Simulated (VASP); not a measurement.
# Lu (Pm-3m) in VASP: further runs

Runs on Lu. Level: PBEsol. Tasks: single point, relaxation of cell and atoms.

All numbers are computed with VASP 6.6.1; they aren't measurements. Logs are shortened: lines on timing, memory, paths and dates and some standing lists are left out, and cuts for length are marked.

## 1. The cell of the first run

It takes space group Pm-3m (No. 221, cubic). Conventional cell: a = 2.599 Å, b = 2.599 Å, c = 2.599 Å, α = 90.00°, β = 90.00°, γ = 90.00°. Lu (site symmetry m-3m) has 6 Lu at 2.60 Å within 3.4 Å.

This isn't the form of Lu at room conditions, which is hcp.

## 2. Single point, PBEsol

The input, INCAR:

```
PREC = Accurate
ENCUT = 520
EDIFF = 1E-7
ISMEAR = 1
SIGMA = 0.1
LREAL = F
LASPH = T
NELM = 80
ALGO = Normal
ISIF = 2
LWAVE = F
LCHARG = F
GGA = PS
NBANDS = 18
```

The input, KPOINTS:

```
Automatic mesh
0
Gamma
  7 7 7
```

The input, POSCAR:

```
Lu
1.0
    2.5986187583      0.0000000000      0.0000000000
    0.0000000000      2.5986187583      0.0000000000
    0.0000000000      0.0000000000      2.5986187583
Lu
1
Direct
    0.0000000000      0.0000000000      0.0000000000
```

Potentials or basis: VASP PAW PBE potentials, release 64 (Lu).

Started as:

```console
$ cat potpaw_PBE.64/Lu/POTCAR > POTCAR
$ mpirun -np 1 vasp_std > vasp.out
```

OUTCAR:

```text
PREC = Accurate
   ENCUT = 520
   EDIFF = 1E-7
   ISMEAR = 1
   LREAL = F
   LASPH = T
   NELM = 80
   ISIF = 2
   GGA = PS

 ion  position               nearest neighbor table
   1  0.000  0.000  0.000-

  LATTYP: Found a simple cubic cell.
 ALAT       =     2.5986187583

  Lattice vectors:

 A1 = (   2.5986187583,   0.0000000000,   0.0000000000)
 A2 = (   0.0000000000,   2.5986187583,   0.0000000000)
 A3 = (   0.0000000000,   0.0000000000,   2.5986187583)

Analysis of symmetry for initial positions (statically):
=====================================================================
 Subroutine PRICEL returns:
 Original cell was already a primitive cell.

 Routine SETGRP: Setting up the symmetry group for a
 simple cubic supercell.

 Subroutine GETGRP returns: Found 48 space group operations
 (whereof 48 operations were pure point group operations)
 out of a pool of 48 trial point group operations.

The static configuration has the point symmetry O_h .

Analysis of symmetry for dynamics (positions and initial velocities):
=====================================================================
 Subroutine PRICEL returns:
 Original cell was already a primitive cell.

 Routine SETGRP: Setting up the symmetry group for a
 simple cubic supercell.

 Subroutine GETGRP returns: Found 48 space group operations
 (whereof 48 operations were pure point group operations)
 out of a pool of 48 trial point group operations.

The dynamic configuration has the point symmetry O_h .

 Subroutine INISYM returns: Found 48 space group operations
 (whereof 48 operations are pure point group operations),
 and found     1 'primitive' translations

----------------------------------------------------------------------------------------

                                     Primitive cell

  volume of cell :      17.5480

  direct lattice vectors                    reciprocal lattice vectors
     2.598618758  0.000000000  0.000000000     0.384819819  0.000000000  0.000000000
     0.000000000  2.598618758  0.000000000     0.000000000  0.384819819  0.000000000
     0.000000000  0.000000000  2.598618758     0.000000000  0.000000000  0.384819819

  length of vectors
     2.598618758  2.598618758  2.598618758     0.384819819  0.384819819  0.384819819

  position of ions in fractional coordinates (direct lattice)
     0.000000000  0.000000000  0.000000000

  ion indices of the primitive-cell ions
   primitive index   ion index
[... 64 lines left out ...]
   LSORBIT =      F    spin-orbit coupling
   LASPH  =      T    aspherical Exc in radial PAW
   ENCUT  =  520.0 eV  38.22 Ry    6.18 a.u.   4.83  4.83  4.83*2*pi/ulx,y,z
   NELM   =     80;   NELMIN=  2; NELMDL= -5     # of ELM steps
   EDIFF  = 0.1E-06   stopping-criterion for ELM
   LREAL  =      F    real-space projection
   EDIFFG = 0.1E-05   stopping-criterion for IOM
   NSW    =      0    number of steps for IOM
   IBRION =     -1    ionic relax: 0-MD 1-quasi-New 2-CG
   NFREE  =      0    steps in history (QN), initial steepest desc. (CG)
   ISIF   =      2    stress and relaxation
   ISYM   =      2    0-nonsym 1-usesym 2-fastsym
   POTIM  = 0.5000    time-step for ionic-motion
   TEBEG  =    0.0;   TEEND  =   0.0 temperature during run
   PSTRESS=    0.0 pullay stress
   NELECT =      25.0000    total number of electrons
   NUPDOWN=      -1.0000    fix difference up-down
   EMIN   =  10.00;   EMAX   =-10.00  energy-range for DOS
   EFERMI =   0.00;   METHOD = LEGACY
   ISMEAR =     1;   SIGMA  =   0.10  broadening in eV -4-tet -1-fermi 0-gaus
   EFERMI_NEDOS =   21; number of points for ismear=-14 and -15
   IALGO  =     38    algorithm
   IMIX   =      4    mixing-type and parameters
     AMIX     =   0.40;   BMIX     =  1.00
     AMIX_MAG =   1.60;   BMIX_MAG =  1.00
  volume/ion in A,a.u.               =      17.55       118.42
  Fermi-wavevector in a.u.,A,eV,Ry     =   1.842096  3.481057 46.168891  3.393318
  Thomas-Fermi vector in A             =   2.894077
   LORBIT       =      0    0 simple, 1 ext, 2 COOP (PROOUT), +10 PAW based schemes
   GGA     = PS    functional components
   LHFCALC =     F    Hartree Fock is set to
   AEXX    =    0.0000 exact exchange contribution
   IVDW    =     0    specifies the selected vdW correction
   LEPSILON=     F    determine dielectric tensor
   LRPA    =     F    only Hartree local field effects (RPA)
 non-spin polarized calculation
 Methfessel and Paxton  Order N= 1 SIGMA  =   0.10
  energy-cutoff  :      520.00
  volume of cell :       17.55
 maximum number of plane-waves:       478
 NGX is ok and might be reduce to    20
   NGX =  9   NGY =  9   NGZ =  9

 number of electron      24.9999994 magnetization

 Free energy of the ion-electron system (eV)
  ---------------------------------------------------
  ext. energy  EPLUGINS =         0.00000000
  ---------------------------------------------------
  free energy    TOTEN  =        -2.77785208 eV

  energy without entropy =       -2.77415791  energy(sigma->0) =       -2.77662069

 E-fermi :   4.2996     XC(G=0): -13.5208

 val. band max:        4.2388794387   @ k =   0.1429   0.1429   0.0000
 cond. band min:       4.3176138697   @ k =   0.4286   0.1429   0.0000
 fundamental gap:      0.0787344310
 Fermi energy:         4.2996414205

 k-point     1 :       0.0000    0.0000    0.0000
  band No.  band energies     occupation
      1     -51.9592      2.00000
      2     -21.2125      2.00000
      3     -21.2125      2.00000
      4     -21.2125      2.00000
      5      -2.4517      2.00000
      6      -0.7209      2.00000
[... 397 lines left out ...]
      5      -0.8547      2.00000
      6      -0.7045      2.00000
[... 10 lines left out ...]
     17      16.6911      0.00000
     18      19.0111      0.00000

------------------------ aborting loop because EDIFF is reached ----------------------------------------

  FORCE on cell =-STRESS in cart. coord.  units (eV):
  Direction    XX          YY          ZZ          XY          YZ          ZX
  --------------------------------------------------------------------------------------
  -------------------------------------------------------------------------------------
  Total        5.1930734      5.1930734      5.1930734      0.0000000      0.0000000     -0.0000000
  in kB      474.1408124    474.1408124    474.1408124      0.0000000      0.0000000     -0.0000000
  external PRESSURE =     474.1408124 kB  Pullay stress =       0.0000000 kB

 VOLUME and BASIS-vectors are now :
 -----------------------------------------------------------------------------
  energy-cutoff  :      520.00
  volume of cell :       17.55
      direct lattice vectors                 reciprocal lattice vectors
     2.598618758  0.000000000  0.000000000     0.384819819  0.000000000  0.000000000
     0.000000000  2.598618758  0.000000000     0.000000000  0.384819819  0.000000000
     0.000000000  0.000000000  2.598618758     0.000000000  0.000000000  0.384819819

 POSITION                                       TOTAL-FORCE (eV/Angst)
 -----------------------------------------------------------------------------------
      0.00000      0.00000      0.00000         0.000000      0.000000      0.000000
 -----------------------------------------------------------------------------------
    total drift:                                0.000000      0.000000      0.000000

  FREE ENERGIE OF THE ION-ELECTRON SYSTEM (eV)
  ---------------------------------------------------
  free  energy   TOTEN  =        -2.7778520801 eV

  energy  without entropy=       -2.7741579059  energy(sigma->0) =       -2.77662069
```

OSZICAR:

```text
N       E                     dE             d eps       ncg     rms          rms(c)
DAV:   1     0.706721077420E+02    0.70672E+02   -0.99767E+03   896   0.461E+03
DAV:   2     0.255271757087E+01   -0.68119E+02   -0.66010E+02   738   0.341E+02
DAV:   3    -0.287910603132E+01   -0.54318E+01   -0.53576E+01   772   0.747E+01
DAV:   4    -0.304880333406E+01   -0.16970E+00   -0.16913E+00   894   0.114E+01
DAV:   5    -0.305471439380E+01   -0.59111E-02   -0.59089E-02   876   0.189E+00    0.481E+00
DAV:   6    -0.278195773916E+01    0.27276E+00   -0.14475E+00  1120   0.373E+01    0.225E+00
DAV:   7    -0.277193993495E+01    0.10018E-01   -0.80741E-02  1020   0.481E+00    0.984E-01
DAV:   8    -0.277580908557E+01   -0.38692E-02   -0.20322E-02  1158   0.937E-01    0.357E-01
DAV:   9    -0.277798348297E+01   -0.21744E-02   -0.36905E-03  1114   0.661E-01    0.654E-02
DAV:  10    -0.277785459356E+01    0.12889E-03   -0.59494E-04  1014   0.544E-01    0.149E-02
DAV:  11    -0.277785287546E+01    0.17181E-05   -0.43929E-05  1108   0.105E-01    0.720E-03
DAV:  12    -0.277785217779E+01    0.69767E-06   -0.40979E-06   958   0.342E-02    0.986E-04
DAV:  13    -0.277785208014E+01    0.97650E-07   -0.31203E-07   774   0.116E-02
   1 F= -.27778521E+01 E0= -.27766207E+01  d E =-.369417E-02
```

Run time: 24 s. Hardware: 1 thread of Intel Xeon 8259CL, shared host; peak memory 0.13 GiB.

What came out:

| Property | Result |
| --- | --- |
| Free energy | -2.7779 eV |
| Pressure | 47.4 GPa |
| Band gap on the k mesh | zero (an odd number of electrons rules out a gap without spin polarisation) |

Levels at points of the mesh, in eV from the Fermi level:
```
           k point  band 9  band 10  band 11  band 12  band 13  band 14  band 15  band 16
(0.00, 0.00, 0.00)   -4.88    -4.88    -4.88    -4.78    -1.75    -1.75    10.81    10.81
```

Caveat: the cell stands under pressure; the PAW data sets were made with another functional, which shifts forces and pressure a little; spin-orbit coupling is left out, which moves the levels of the heavy elements.

[end of part 1 of 3]
